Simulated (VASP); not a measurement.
Wanted: the native input for a VASP 6.6.1 run.

| Quantity | Value |
| --- | --- |
| Task | single point |
| Functional | r2SCAN |
| Potentials or basis | VASP PAW PBE potentials, release 64 (Sr_sv, O) |
| Cutoff | 520 eV |
| k mesh | 8 × 8 × 8 |
| Occupations | gaussian, width 0.01 eV |
| Spin | no spin polarisation |
| Dipole correction | no |
| Further INCAR settings | ALGO = Normal; EDIFF = 1e-06; NBANDS = 15 |

Crystal: SrO.

```
CELL_PARAMETERS angstrom
0.00000 2.56699 2.58626
2.56699 0.00000 2.58626
2.56699 2.56699 0.00000
ATOMIC_POSITIONS crystal
Sr 0.00000 0.00000 0.00000
O 0.50000 0.50000 0.50000
```

This cell differs from its parent crystal: epitaxial xy strain -0.5%.

These files were run (other wordings do the same):

POSCAR

```
SrO
1.0
    0.0000000000      2.5669928649      2.5862617628
    2.5669928649      0.0000000000      2.5862617628
    2.5669928649      2.5669928649      0.0000000000
Sr O
1 1
Direct
    0.0000000000      0.0000000000      0.0000000000
    0.5000000000      0.5000000000      0.5000000000
```

INCAR.step1

```
PREC     = Accurate       # precision mode
ENCUT    = 520            # plane-wave cutoff, eV
ISMEAR   = 0              # smearing method
SIGMA    = 0.01           # smearing width, eV
LREAL    = F              # projectors in reciprocal space
LASPH    = T              # aspherical terms in the spheres
NELM     = 80             # most SCF steps
NBANDS   = 15             # bands
GGA      = PE             # functional
ALGO     = Normal         # electronic algorithm
EDIFF    = 1E-4           # SCF threshold, eV
LWAVE    = T              # write WAVECAR
LCHARG   = F              # write CHGCAR
```

INCAR.step2

```
PREC     = Accurate       # precision mode
ENCUT    = 520            # plane-wave cutoff, eV
EDIFF    = 1E-6           # SCF threshold, eV
ISMEAR   = 0              # smearing method
SIGMA    = 0.01           # smearing width, eV
LREAL    = F              # projectors in reciprocal space
LASPH    = T              # aspherical terms in the spheres
NELM     = 80             # most SCF steps
ALGO     = Normal         # electronic algorithm
ISIF     = 2              # what is computed and relaxed
LWAVE    = F              # write WAVECAR
LCHARG   = F              # write CHGCAR
METAGGA  = R2SCAN         # meta-GGA
LMIXTAU  = T            
NBANDS   = 15             # bands
ISTART   = 1
```

KPOINTS

```
regular mesh
0
Gamma
  8 8 8
```

Potentials or basis: VASP PAW PBE potentials, release 64 (Sr_sv, O).

Command:

```bash
$ cat potpaw_PBE.64/Sr_sv/POTCAR potpaw_PBE.64/O/POTCAR > POTCAR
$ cp INCAR.step1 INCAR
$ mpirun -np 1 vasp_std > vasp.out
$ cp INCAR.step2 INCAR
$ mpirun -np 1 vasp_std > vasp.out
```

Results of the run:

| Item | Value |
| --- | --- |
| Pressure | 1.3 GPa |
| Band gap on the k mesh | 3.73 eV (least direct gap 3.81 eV) |

Caveat: the cell differs from its parent crystal (epitaxial xy strain -0.5%); the PAW data sets were made with another functional, which shifts forces and pressure a little.

Wall time 79 s on 1 thread of AMD EPYC 9R45 96-Core Processor (Zen 5), on a shared host, peak memory 0.15 GiB.
